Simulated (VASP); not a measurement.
Input of a VASP 6.6.1 run:

Contents of INCAR:

```
SYSTEM = Mg7CdO8
  PREC = Accurate
  ENCUT = 700
  EDIFF = 1E-7
  ISMEAR = -1
  SIGMA = 0.05
  LREAL = Auto
  LASPH = .True.
  NELM = 120
  ALGO = Normal
  ISIF = 8
  LWAVE = .False.
  LCHARG = .False.
  GGA = PS
  IBRION = 2
  NSW = 100
  EDIFFG = -0.03
  ISYM = -1
  GGA_COMPAT = .False.
  NELMIN = 4
```

KPOINTS

```
explicit points
1
Reciprocal
  0.25000000   0.25000000   0.25000000 1
```

File POSCAR:

```
Mg7CdO8
1.0
    8.5430880000      0.0000000000      0.0000000000
    0.0000000000      8.5430880000      0.0000000000
    0.0000000000      0.0000000000      8.5430880000
O Mg Cd
32 28 4
Direct
    0.2518460000      0.0015560000      0.9981790000
    0.2509080000      0.9944220000      0.5030580000
    0.2464840000      0.5021020000      0.0019960000
    0.2507380000      0.4976450000      0.4966590000
    0.7492520000      0.9999370000      0.9996510000
    0.7475380000      0.0026220000      0.5010190000
    0.7505480000      0.4988150000      0.0001690000
    0.7484970000      0.5038030000      0.5008820000
    0.9999650000      0.2521990000      0.0000540000
    0.9991950000      0.2473450000      0.4973450000
    0.0002400000      0.7516470000      0.0010240000
    0.9976510000      0.7478860000      0.4984420000
    0.5010210000      0.2530970000      0.0023270000
    0.5027850000      0.2470960000      0.5022470000
    0.4989850000      0.7475260000      0.9980650000
    0.5011640000      0.7481600000      0.5026690000
    0.9988810000      0.9998260000      0.2494160000
    0.9996670000      0.9992740000      0.7529310000
    0.0013660000      0.4979540000      0.2470480000
    0.0016930000      0.5004810000      0.7485250000
    0.4997890000      0.9998760000      0.2512870000
    0.5018780000      0.0022010000      0.7525450000
    0.5004100000      0.4998890000      0.2463820000
    0.5034280000      0.4985150000      0.7501340000
    0.2536960000      0.2493370000      0.2462040000
    0.2487740000      0.2506510000      0.7501060000
    0.2514710000      0.7535290000      0.2494010000
    0.2470710000      0.7497710000      0.7501270000
    0.7494420000      0.2520300000      0.2464810000
    0.7494910000      0.2503170000      0.7477530000
    0.7535150000      0.7504110000      0.2446360000
    0.7532360000      0.7487650000      0.7555590000
    0.0032940000      0.0022440000      0.0011990000
    0.9975380000      0.9989390000      0.5006290000
    0.9998000000      0.4993740000      0.0046790000
    0.0024050000      0.4961820000      0.5012160000
    0.5011690000      0.0023440000      0.9976860000
    0.5022140000      0.0039870000      0.5012220000
    0.4984250000      0.4981070000      0.0008940000
    0.4985280000      0.5027150000      0.4981240000
    0.2483460000      0.2513130000      0.9963200000
    0.2535180000      0.2503530000      0.4978250000
    0.2527850000      0.7520510000      0.0048850000
    0.2517520000      0.7472480000      0.4963450000
    0.7488290000      0.2484020000      0.4980490000
    0.7454500000      0.7503030000      0.9980840000
    0.7511350000      0.7547380000      0.5020960000
    0.2510770000      0.0007080000      0.2508830000
    0.2497590000      0.9987830000      0.7510020000
    0.2479070000      0.4976410000      0.2530480000
    0.2524250000      0.5017950000      0.7527910000
    0.7495750000      0.0024330000      0.2484880000
    0.7486680000      0.0019610000      0.7461540000
    0.0039110000      0.2498620000      0.2491760000
    0.0033860000      0.2515620000      0.7494970000
    0.9990090000      0.7518770000      0.2502200000
    0.9977170000      0.7493810000      0.7474590000
    0.4996100000      0.2451160000      0.2510300000
    0.4989970000      0.2507170000      0.7502510000
    0.4995920000      0.7474050000      0.7465560000
    0.7471530000      0.2486730000      0.0002480000
    0.7528320000      0.4986290000      0.2526880000
    0.7491090000      0.4985560000      0.7500770000
    0.4995730000      0.7510050000      0.2483790000
```

Potentials or basis: VASP PAW PBE potentials, release 64 (O, Mg, Cd).

Run with:

```console
$ cat potpaw_PBE.64/O/POTCAR potpaw_PBE.64/Mg/POTCAR potpaw_PBE.64/Cd/POTCAR > POTCAR
$ mpirun -np 1 vasp_std > vasp.out
```

(1) What does it give for the space group after relaxing (to 0.1 Å)?

(2) What does it give for the band gap on the k mesh?

(3) Estimate the relaxed cell.

(4) Predict the relaxed volume.

Results:

(1) P1 (No. 1).

(2) 3.72 eV.

(3) a = 8.584 Å, b = 8.584 Å, c = 8.584 Å, α = 90.00°, β = 90.00°, γ = 90.00°.

(4) 9.88 Å³/atom.

Caveat: the PAW data sets were made with another functional, which shifts forces and pressure a little; a shifted mesh leaves out Γ, where band edges can lie.
